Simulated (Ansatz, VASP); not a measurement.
**In in VASP and in Ansatz**

File INCAR:

```
  PREC = Accurate
  ENCUT = 520
  EDIFF = 1E-7
  ISMEAR = 0
  SIGMA = 0.1
  LREAL = False
  LASPH = True
  NELM = 100
  ALGO = Normal
  ISIF = 2
  LWAVE = False
  LCHARG = True
  LDIPOL = True
  IDIPOL = 3
  DIPOL = 0.5 0.5 0.500
  GGA = PE
  LELF = True
  LVHAR = True
  LVACPOTAV = True
  NBANDS = 20
```

Contents of KPOINTS:

```
regular mesh
0
Gamma
  4 4 1
```

File POSCAR:

```
In
1.0
    4.3599632000      0.0000000000      0.0000000000
   -0.0218670400      4.3599085100      0.0000000000
    0.0000000000      0.0000000000     15.0000000000
In
2
Direct
    0.2500000000      0.7500000000      0.4994290200
    0.7500000000      0.2500000000      0.5005709800
```

Input for Ansatz:

```yaml
crystal:
  lattice:
    - [4.3599632, 0.0, 0.0]
    - [-0.02186704, 4.35990851, 0.0]
    - [0.0, 0.0, 15.0]
  atoms:
    - { symbol: In, position: [0.25, 0.75, 0.49942902] }
    - { symbol: In, position: [0.75, 0.25, 0.50057098] }
  periodic: [true, true, false]
basis:
  ecutwfc: 420
kpoints:
  mp_grid: { grid: [4, 4, 1] }
hamiltonian:
  xc: pbe
scf:
  occupations: { method: gaussian, width: 0.1 }
  lower_state_search: "off"
output:
  forces: true
  stress: true
  eigenvalues: true
```

Change from the starting cell: species swapped into a sheet of the Bi type.

Alike in both runs: task single point; functional PBE; k mesh 4 × 4 × 1; occupations gaussian, width 0.1 eV; no spin polarisation.

|  | VASP | Ansatz |
| --- | --- | --- |
| version | VASP 6.6.1 | Ansatz 0.2.0 |
| potentials or method | VASP PAW PBE potentials, release 64 (In_d), cutoff 520 eV | scalar-relativistic, plane waves, PAW |
| valence electrons in the cell | 26 | 26 |

```csv
,VASP,Ansatz,Ansatz less VASP
gap on the k mesh at the Fermi level (eV),none,none,-
rms of the force components (eV/Å),0.003,0.003,-0.0001
```

Atom by atom the forces differ by 0.000 eV/Å (rms over components). A gap of «none» marks a metal or a gap that the smearing closes. The functional is the same, so the differences come from potentials, cutoffs and numerics. Ansatz's warnings: slab cell height set, structure snapped to symmetry.

The k mesh is coarse, so the values compare programs but aren't converged.
